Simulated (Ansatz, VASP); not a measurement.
**SiC in VASP and in Ansatz**

INCAR

```
SYSTEM = SiC
  PREC = Accurate
  ENCUT = 520
  EDIFF = 1E-7
  ISMEAR = 0
  SIGMA = 0.05
  LREAL = .FALSE.
  LASPH = .TRUE.
  NELM = 80
  ALGO = Normal
  ISIF = 2
  LWAVE = .FALSE.
  LCHARG = .FALSE.
  GGA = PS
  NBANDS = 11
```

Contents of KPOINTS:

```
regular mesh
0
G
  12 12 12
  0 0 0
```

POSCAR

```
SiC
1.0
    0.0000000000      2.3025816842      2.3025816842
    2.3025816842      0.0000000000      2.3025816842
    2.1843824911      2.1843824911      0.1181991931
Si C
1 1
Direct
    0.0000000000      0.0000000000      0.0000000000
    0.7500000000      0.7500000000      0.7500000000
```

Input for Ansatz:

```yaml
crystal:
  lattice:
    - [0.0, 2.3025816842, 2.3025816842]
    - [2.3025816842, 0.0, 2.3025816842]
    - [2.1843824911, 2.1843824911, 0.1181991931]
  atoms:
    - { symbol: Si, position: [0.0, 0.0, 0.0] }
    - { symbol: C, position: [0.75, 0.75, 0.75] }
basis:
  ecutwfc: 520.0
kpoints:
  mp_grid: { grid: [12, 12, 12] }
hamiltonian:
  xc: pbesol
  pseudopotentials: { kind: paw, azcp: { folder: soft_1 } }
scf:
  occupations: { method: gaussian, width: 0.05 }
output:
  forces: true
  stress: true
  eigenvalues: true
  write_density: true
  write_potential: true
  elf: true
  volumetric_format: npy
```

Alike in both runs: task single point; functional PBEsol; k mesh 12 × 12 × 12; occupations gaussian, width 0.05 eV; no spin polarisation.

```csv
,VASP,Ansatz
version,VASP 6.6.1,Ansatz 0.2.0
potentials or method,"VASP PAW PBE potentials, release 64 (Si, C), cutoff 520 eV","scalar-relativistic, plane waves, PAW"
valence electrons in the cell,8,8
```

Ansatz gave:

| Item | Value |
| --- | --- |
| gap on the k mesh at the Fermi level (eV) | 1.04 |
| least direct gap on the mesh (eV) | 3.82 |
| pressure (GPa) | -14.4 |
| traceless stress, the component that is largest in VASP (GPa) | 12.21 |
| rms of the force components (eV/Å) | 0.408 |

Q: Estimate VASP's values.

A: gap on the k mesh at the Fermi level (eV): 1.03; least direct gap on the mesh (eV): 3.81; pressure (GPa): -14.1; traceless stress, the component that is largest in VASP (GPa): 12.31; rms of the force components (eV/Å): 0.415.

VASP's potentials were made for PBE, not for PBEsol, and Ansatz warns of the same on its side. Atom by atom the forces differ by 0.007 eV/Å (rms over components). With one functional, cell and mesh, what is left measures potentials, basis and numerics.
